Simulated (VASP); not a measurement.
# Zn4As3 (Pm-3m) in VASP: single point with PBE

Aim: the single point of Zn4As3 with PBE.

Program: VASP 6.6.1. These are calculated values, not measurements. Logs are shortened: lines on timing, memory, paths and dates and some standing lists are left out, and cuts for length are marked.

## Step 1: The cell of the first run

It takes space group Pm-3m (No. 221, cubic). The conventional cell has a = 5.202 Å, b = 5.202 Å, c = 5.202 Å, α = 90.00°, β = 90.00°, γ = 90.00°. Within 3.4 Å of Zn (site symmetry 4/mmm) lie 4 As at 2.60 Å. Within 3.4 Å of Zn (site symmetry m-3m) lie 6 As at 2.60 Å. Within 3.4 Å of As (site symmetry 4/mmm) lie 6 Zn at 2.60 Å.

## Step 2: Single point, PBE

Input file INCAR:

```
PREC = Accurate
ENCUT = 520
EDIFF = 1E-7
ISMEAR = 0
SIGMA = 0.1
LREAL = False
LASPH = True
NELM = 100
ALGO = Normal
ISIF = 2
LWAVE = False
LCHARG = False
GGA = PE
NBANDS = 40
```

Input file KPOINTS:

```
Automatic mesh
0
Gamma
  4 4 4
```

Input file POSCAR:

```
Zn4As3
1.0
    5.2020000000      0.0000000000      0.0000000000
    0.0000000000      5.2020000000      0.0000000000
    0.0000000000      0.0000000000      5.2020000000
Zn As
4 3
Direct
    0.5000000000      0.0000000000      0.0000000000
    0.0000000000      0.5000000000      0.0000000000
    0.0000000000      0.0000000000      0.5000000000
    0.5000000000      0.5000000000      0.5000000000
    0.0000000000      0.5000000000      0.5000000000
    0.5000000000      0.0000000000      0.5000000000
    0.5000000000      0.5000000000      0.0000000000
```

Potentials or basis: VASP PAW PBE potentials, release 64 (Zn, As).

Run with:

```console
$ cat potpaw_PBE.64/Zn/POTCAR potpaw_PBE.64/As/POTCAR > POTCAR
$ mpirun -np 1 vasp_std > vasp.out
```

OUTCAR:

```text
PREC = Accurate
   ENCUT = 520
   EDIFF = 1E-7
   ISMEAR = 0
   LREAL = False
   LASPH = True
   NELM = 100
   ISIF = 2
   GGA = PE

 ion  position               nearest neighbor table
   1  0.500  0.000  0.000-   6 2.60   7 2.60   6 2.60   7 2.60
   2  0.000  0.500  0.000-   5 2.60   7 2.60   5 2.60   7 2.60
   3  0.000  0.000  0.500-   5 2.60   6 2.60   5 2.60   6 2.60
   4  0.500  0.500  0.500-   5 2.60   6 2.60   7 2.60   7 2.60   6 2.60   5 2.60
   5  0.000  0.500  0.500-   2 2.60   3 2.60   4 2.60   2 2.60   3 2.60   4 2.60
   6  0.500  0.000  0.500-   1 2.60   3 2.60   4 2.60   1 2.60   4 2.60   3 2.60
   7  0.500  0.500  0.000-   1 2.60   2 2.60   4 2.60   4 2.60   1 2.60   2 2.60

  LATTYP: Found a simple cubic cell.
 ALAT       =     5.2020000000

  Lattice vectors:

 A1 = (   5.2020000000,   0.0000000000,   0.0000000000)
 A2 = (   0.0000000000,   5.2020000000,   0.0000000000)
 A3 = (   0.0000000000,   0.0000000000,   5.2020000000)

Analysis of symmetry for initial positions (statically):
=====================================================================
 Subroutine PRICEL returns:
 Original cell was already a primitive cell.

 Routine SETGRP: Setting up the symmetry group for a
 simple cubic supercell.

 Subroutine GETGRP returns: Found 48 space group operations
 (whereof 48 operations were pure point group operations)
 out of a pool of 48 trial point group operations.

The static configuration has the point symmetry O_h .

Analysis of symmetry for dynamics (positions and initial velocities):
=====================================================================
 Subroutine PRICEL returns:
 Original cell was already a primitive cell.

 Routine SETGRP: Setting up the symmetry group for a
 simple cubic supercell.

 Subroutine GETGRP returns: Found 48 space group operations
 (whereof 48 operations were pure point group operations)
 out of a pool of 48 trial point group operations.

The dynamic configuration has the point symmetry O_h .

 Subroutine INISYM returns: Found 48 space group operations
 (whereof 48 operations are pure point group operations),
 and found     1 'primitive' translations

----------------------------------------------------------------------------------------

                                     Primitive cell

  volume of cell :     140.7703

  direct lattice vectors                    reciprocal lattice vectors
     5.202000000  0.000000000  0.000000000     0.192233756  0.000000000  0.000000000
     0.000000000  5.202000000  0.000000000     0.000000000  0.192233756  0.000000000
     0.000000000  0.000000000  5.202000000     0.000000000  0.000000000  0.192233756

  length of vectors
     5.202000000  5.202000000  5.202000000     0.192233756  0.192233756  0.192233756

  position of ions in fractional coordinates (direct lattice)
     0.500000000  0.000000000  0.000000000
     0.000000000  0.500000000  0.000000000
     0.000000000  0.000000000  0.500000000
     0.500000000  0.500000000  0.500000000
     0.000000000  0.500000000  0.500000000
     0.500000000  0.000000000  0.500000000
     0.500000000  0.500000000  0.000000000

  ion indices of the primitive-cell ions
   primitive index   ion index
                 1           1
                 2           2
                 3           3
                 4           4
                 5           5
                 6           6
                 7           7

----------------------------------------------------------------------------------------

 KPOINTS: Automatic mesh

Automatic generation of k-mesh.
 Grid dimensions read from file:
 generate k-points for:    4    4    4

 Generating k-lattice:

  Cartesian coordinates                     Fractional coordinates (reciprocal lattice)
     0.048058439  0.000000000  0.000000000     0.250000000  0.000000000  0.000000000
     0.000000000  0.048058439  0.000000000     0.000000000  0.250000000  0.000000000
     0.000000000  0.000000000  0.048058439     0.000000000  0.000000000  0.250000000

  Length of vectors
     0.048058439  0.048058439  0.048058439

  Shift w.r.t. Gamma in fractional coordinates (k-lattice)
     0.000000000  0.000000000  0.000000000

 Subroutine IBZKPT returns following result:
 ===========================================

 Found     10 irreducible k-points:

 Following reciprocal coordinates:
            Coordinates               Weight
  0.000000  0.000000  0.000000      1.000000
  0.250000  0.000000  0.000000      6.000000
  0.500000  0.000000  0.000000      3.000000
  0.250000  0.250000  0.000000     12.000000
  0.500000  0.250000  0.000000     12.000000
  0.500000  0.500000  0.000000      3.000000
  0.250000  0.250000  0.250000      8.000000
  0.500000  0.250000  0.250000     12.000000
  0.500000  0.500000  0.250000      6.000000
  0.500000  0.500000  0.500000      1.000000
   k-points           NKPTS =     10   k-points in BZ     NKDIM =     10   number of bands    NBANDS=     40
   number of dos      NEDOS =    301   number of ions     NIONS =      7
   total plane-waves  NPLWV =  64000
   dimension x,y,z NGX =    40 NGY =   40 NGZ =   40
   dimension x,y,z NGXF=    80 NGYF=   80 NGZF=   80
   ions per type =               4   3
   NGX,Y,Z   is equivalent  to a cutoff of  12.78, 12.78, 12.78 a.u.
   NGXF,Y,Z  is equivalent  to a cutoff of  25.57, 25.57, 25.57 a.u.
 SYSTEM =  unknown system
   PREC   = accura    normal or accurate (medium, high low for compatibility)
   ISTART =      0    job   : 0-new  1-cont  2-samecut
   ICHARG =      2    charge: 1-file 2-atom 10-const
   ISPIN  =      1    spin polarized calculation?
   LNONCOLLINEAR =      F non collinear calculations
   LSORBIT =      F    spin-orbit coupling
   LASPH  =      T    aspherical Exc in radial PAW
   ENCUT  =  520.0 eV  38.22 Ry    6.18 a.u.   9.67  9.67  9.67*2*pi/ulx,y,z
   NELM   =    100;   NELMIN=  2; NELMDL= -5     # of ELM steps
   EDIFF  = 0.1E-06   stopping-criterion for ELM
   LREAL  =      F    real-space projection
   EDIFFG = 0.1E-05   stopping-criterion for IOM
   NSW    =      0    number of steps for IOM
   IBRION =     -1    ionic relax: 0-MD 1-quasi-New 2-CG
   NFREE  =      0    steps in history (QN), initial steepest desc. (CG)
   ISIF   =      2    stress and relaxation
   ISYM   =      2    0-nonsym 1-usesym 2-fastsym
   POTIM  = 0.5000    time-step for ionic-motion
   TEBEG  =    0.0;   TEEND  =   0.0 temperature during run
   PSTRESS=    0.0 pullay stress
   NELECT =      63.0000    total number of electrons
   NUPDOWN=      -1.0000    fix difference up-down
   EMIN   =  10.00;   EMAX   =-10.00  energy-range for DOS
   EFERMI =   0.00;   METHOD = LEGACY
   ISMEAR =     0;   SIGMA  =   0.10  broadening in eV -4-tet -1-fermi 0-gaus
   EFERMI_NEDOS =   21; number of points for ismear=-14 and -15
   IALGO  =     38    algorithm
   IMIX   =      4    mixing-type and parameters
     AMIX     =   0.40;   BMIX     =  1.00
     AMIX_MAG =   1.60;   BMIX_MAG =  1.00
  volume/ion in A,a.u.               =      20.11       135.71
  Fermi-wavevector in a.u.,A,eV,Ry     =   1.252232  2.366375 21.335078  1.568084
  Thomas-Fermi vector in A             =   2.386142
   LORBIT       =      0    0 simple, 1 ext, 2 COOP (PROOUT), +10 PAW based schemes
   GGA     = PE    functional components
   LHFCALC =     F    Hartree Fock is set to
   AEXX    =    0.0000 exact exchange contribution
   IVDW    =     0    specifies the selected vdW correction
   LEPSILON=     F    determine dielectric tensor
   LRPA    =     F    only Hartree local field effects (RPA)
 non-spin polarized calculation
 Gauss-broadening in eV      SIGMA  =   0.10
  energy-cutoff  :      520.00
  volume of cell :      140.77
 maximum number of plane-waves:      3840
 NGX is ok and might be reduce to    40
   NGX = 19   NGY = 19   NGZ = 19

 number of electron      62.9999867 magnetization

 Free energy of the ion-electron system (eV)
  ---------------------------------------------------
  ext. energy  EPLUGINS =         0.00000000
  ---------------------------------------------------
  free energy    TOTEN  =       -17.39519568 eV

  energy without entropy =      -17.37121503  energy(sigma->0) =      -17.38320536

 E-fermi :   2.7254     XC(G=0): -10.0756

 val. band max:        2.6777060588   @ k =   0.2500   0.2500   0.0000
 cond. band min:       2.7529175583   @ k =   0.2500   0.2500   0.0000
 fundamental gap:      0.0752114995
 Fermi energy:         2.7253950488

 k-point     1 :       0.0000    0.0000    0.0000
  band No.  band energies     occupation
      1      -9.6049      2.00000
      2      -7.6312      2.00000
      3      -7.6312      2.00000
      4      -4.2053      2.00000
      5      -4.2053      2.00000
      6      -4.2053      2.00000
[... 32 lines left out ...]
     39       8.1326      0.00000
     40       8.2573      0.00000

 k-point     2 :       0.2500    0.0000    0.0000
  band No.  band energies     occupation
      1      -9.3607      2.00000
      2      -7.8597      2.00000
      3      -7.5209      2.00000
      4      -4.1877      2.00000
      5      -4.1864      2.00000
      6      -4.1864      2.00000
[... 32 lines left out ...]
     39       7.5439      0.00000
     40       8.3910      0.00000

 k-point     3 :       0.5000    0.0000    0.0000
  band No.  band energies     occupation
      1      -8.9264      2.00000
      2      -8.3071      2.00000
      3      -7.3974      2.00000
      4      -4.3241      2.00000
      5      -4.2791      2.00000
      6      -4.2550      2.00000
[... 251 lines left out ...]
  band No.  band energies     occupation
      1      -7.9304      2.00000
      2      -7.9052      2.00000
      3      -7.9052      2.00000
      4      -4.4963      2.00000
      5      -4.4840      2.00000
      6      -4.4033      2.00000
[... 32 lines left out ...]
     39       7.7378      0.00000
     40       8.4656      0.00000

 k-point    10 :       0.5000    0.5000    0.5000
  band No.  band energies     occupation
      1      -7.7463      2.00000
      2      -7.7463      2.00000
      3      -7.7463      2.00000
      4      -4.6764      2.00000
      5      -4.5418      2.00000
      6      -4.5418      2.00000
[... 32 lines left out ...]
     39       7.8677      0.00000
     40       8.3729      0.00000

------------------------ aborting loop because EDIFF is reached ----------------------------------------

  FORCE on cell =-STRESS in cart. coord.  units (eV):
  Direction    XX          YY          ZZ          XY          YZ          ZX
  --------------------------------------------------------------------------------------
  -------------------------------------------------------------------------------------
  Total        1.2761588      1.2761588      1.2761588     -0.0000000     -0.0000000      0.0000000
  in kB       14.5246023     14.5246023     14.5246023     -0.0000000     -0.0000000      0.0000000
  external PRESSURE =      14.5246023 kB  Pullay stress =       0.0000000 kB

 VOLUME and BASIS-vectors are now :
 -----------------------------------------------------------------------------
  energy-cutoff  :      520.00
  volume of cell :      140.77
      direct lattice vectors                 reciprocal lattice vectors
     5.202000000  0.000000000  0.000000000     0.192233756  0.000000000  0.000000000
     0.000000000  5.202000000  0.000000000     0.000000000  0.192233756  0.000000000
     0.000000000  0.000000000  5.202000000     0.000000000  0.000000000  0.192233756

 POSITION                                       TOTAL-FORCE (eV/Angst)
 -----------------------------------------------------------------------------------
      2.60100      0.00000      0.00000         0.000000      0.000000      0.000000
      0.00000      2.60100      0.00000         0.000000      0.000000      0.000000
      0.00000      0.00000      2.60100         0.000000      0.000000      0.000000
      2.60100      2.60100      2.60100         0.000000      0.000000      0.000000
      0.00000      2.60100      2.60100         0.000000      0.000000      0.000000
      2.60100      0.00000      2.60100         0.000000      0.000000      0.000000
      2.60100      2.60100      0.00000         0.000000      0.000000      0.000000
 -----------------------------------------------------------------------------------
    total drift:                               -0.000000      0.000000     -0.000000

  FREE ENERGIE OF THE ION-ELECTRON SYSTEM (eV)
  ---------------------------------------------------
  free  energy   TOTEN  =       -17.3951956780 eV

  energy  without entropy=      -17.3712150322  energy(sigma->0) =      -17.38320536
```

Wall time 98 s (1 thread of AMD EPYC 7R43 (Zen 3), shared host); peak memory 0.21 GiB.

What came out:

| Item | Value |
| --- | --- |
| Free energy | -17.3952 eV |
| Pressure | 1.5 GPa |

Levels at points of the mesh, in eV from the Fermi level:
```csv
k point,band 29,band 30,band 31,band 32,band 33,band 34
"(0.00, 0.00, 0.00)",-1.61,-1.61,-0.16,-0.16,-0.16,-0.12
"(0.50, 0.00, 0.00)",-2.50,-2.50,-0.40,-0.40,-0.10,2.48
"(0.50, 0.50, 0.00)",-2.19,-2.19,1.16,1.29,1.49,2.47
"(0.50, 0.50, 0.50)",1.51,1.51,1.53,1.53,1.53,4.54
```
